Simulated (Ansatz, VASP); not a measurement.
# BaOs in VASP and in Ansatz

Contents of INCAR:

```
SYSTEM = BaOs
  ALGO = Normal
  EDIFF = 1E-7
  ENCUT = 520
  GGA = PS
  ISIF = 2
  ISMEAR = 0
  LASPH = .True.
  LCHARG = .False.
  LREAL = .False.
  LWAVE = .False.
  NBANDS = 16
  NELM = 80
  PREC = Accurate
  SIGMA = 0.05
```

File KPOINTS:

```
k-points
0
Gamma
  8 8 8
  0 0 0
```

Contents of POSCAR:

```
BaOs
1.0
    3.7279657443      0.0000000000      0.0000000000
    0.0000000000      3.7279657443      0.0000000000
    0.0000000000      0.0000000000      3.7279657443
Ba Os
1 1
Direct
    0.0000000000      0.0000000000      0.0000000000
    0.5000000000      0.5000000000      0.5000000000
```

Input for Ansatz:

```yaml
crystal:
  lattice:
    - [3.7279657443, 0.0, 0.0]
    - [0.0, 3.7279657443, 0.0]
    - [0.0, 0.0, 3.7279657443]
  atoms:
    - { symbol: Ba, position: [0.0, 0.0, 0.0] }
    - { symbol: Os, position: [0.5, 0.5, 0.5] }
basis:
  ecutwfc: 420
  ecutrho_ratio: 4
kpoints:
  mp_grid: { grid: [8, 8, 8] }
hamiltonian:
  xc: pbesol
scf:
  occupations: { method: gaussian, width: 0.05 }
output:
  forces: true
  stress: true
  eigenvalues: true
  populations: true
```

Alike in both runs: task single point; functional PBEsol; k mesh 8 × 8 × 8; occupations gaussian, width 0.05 eV; no spin polarisation.

|  | VASP | Ansatz |
| --- | --- | --- |
| version | VASP 6.6.1 | Ansatz 0.2.0 |
| potentials or method | VASP PAW PBE potentials, release 64 (Ba_sv, Os), cutoff 520 eV | scalar-relativistic, plane waves, PAW |
| valence electrons in the cell | 18 | 26 |

|  | VASP | Ansatz | Ansatz less VASP |
| --- | --- | --- | --- |
| gap on the k mesh at the Fermi level (eV) | none | none | - |
| pressure (GPa) | -2.3 | -4.1 | -1.80 |

VASP's potentials were made for PBE, not for PBEsol. A gap of «none» marks a metal or a gap that the smearing closes. The functional is the same, so the differences come from potentials, cutoffs and numerics. VASP's potentials hold 18 valence electrons a cell and Ansatz's 26, so a difference there can come from the potentials and not from the codes.

Neither program's run includes spin-orbit coupling.
